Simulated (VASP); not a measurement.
Here is a VASP 6.6.1 calculation.

File INCAR:

```
SYSTEM = MnF2
PREC = Accurate
ENCUT = 520
EDIFF = 1E-7
ISMEAR = 0
SIGMA = 0.1
LREAL = .False.
LASPH = .True.
NELM = 80
ALGO = Normal
ISIF = 2
LWAVE = .False.
LCHARG = .False.
GGA = PE
NBANDS = 36
```

The input KPOINTS:

```
regular mesh
0
Gamma
  8 8 14
  0 0 0
```

The input POSCAR:

```
MnF2
1.0
    4.8789824191      0.0000000000      0.0000000000
    0.0000000000      4.8789824191      0.0000000000
    0.0000000000      0.0000000000      2.7058293687
Mn F
2 4
Direct
    0.0000000000      0.0000000000      0.0000000000
    0.5000000000      0.5000000000      0.5000000000
    0.2877468823      0.2877468823      0.0000000000
    0.2122531177      0.7877468823      0.5000000000
    0.7122531177      0.7122531177      0.0000000000
    0.7877468823      0.2122531177      0.5000000000
```

Potentials or basis: VASP PAW PBE potentials, release 64 (Mn_pv, F).

Command:

```sh
$ cat potpaw_PBE.64/Mn_pv/POTCAR potpaw_PBE.64/F/POTCAR > POTCAR
$ mpirun -np 1 vasp_std > vasp.out
```

(1) Predict the pressure.

(2) What does it give for the largest force?

(3) Estimate the band gap on the k mesh.

## Answers

(1) 0.5 GPa.

(2) 0.027 eV/Å.

(3) zero (bands 27 and 28 overlap by 0.73 eV).

Caveat: the run has no spin polarisation, though such a crystal can be magnetic; semilocal functionals often make such compounds metallic where correlation or magnetic order opens a gap, which also shifts bond lengths.
